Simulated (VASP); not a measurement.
Input of a VASP 6.6.1 run:

The input INCAR:

```
  PREC = Accurate
  ENCUT = 520
  EDIFF = 1E-6
  ISMEAR = 0
  SIGMA = 0.1
  LREAL = F
  LASPH = T
  NELM = 80
  ALGO = Normal
  ISIF = 2
  LWAVE = F
  LCHARG = T
  GGA = PE
  LELF = T
  LVHAR = T
  NBANDS = 30
```

File KPOINTS:

```
Automatic mesh
0
Gamma
  6 12 10
```

Contents of POSCAR:

```
PN
1.0
    6.2510821326      0.0000000000      0.0000000000
    0.0000000000      3.0495527147      0.0000000000
    0.0000000000      0.0000000000      3.7383879454
P N
4 4
Direct
    0.0742320867      0.7500000000      0.8117241708
    0.4257679133      0.2500000000      0.3117241708
    0.5742320867      0.7500000000      0.6882758292
    0.9257679133      0.2500000000      0.1882758292
    0.1577469983      0.2500000000      0.5142051864
    0.3422530017      0.7500000000      0.0142051864
    0.6577469983      0.2500000000      0.9857948136
    0.8422530017      0.7500000000      0.4857948136
```

Potentials or basis: VASP PAW PBE potentials, release 64 (P, N).

Command:

```bash
$ cat potpaw_PBE.64/P/POTCAR potpaw_PBE.64/N/POTCAR > POTCAR
$ mpirun -np 1 vasp_std > vasp.out
```

**Question.** Estimate the band gap on the k mesh.

**Answer.** Zero (bands 20 and 21 overlap by 0.54 eV).

**Question.** Predict the pressure.

**Answer.** -0.7 GPa.

**Question.** Estimate the largest force.

**Answer.** 0.027 eV/Å.

Forces in eV/Å, atoms in the order of the input:
```
P    0.021  0.000 -0.017
P   -0.021  0.000 -0.017
P    0.021  0.000  0.017
P   -0.021  0.000  0.017
N    0.007  0.000 -0.008
N   -0.007  0.000 -0.008
N    0.007  0.000  0.008
N   -0.007  0.000  0.008
```
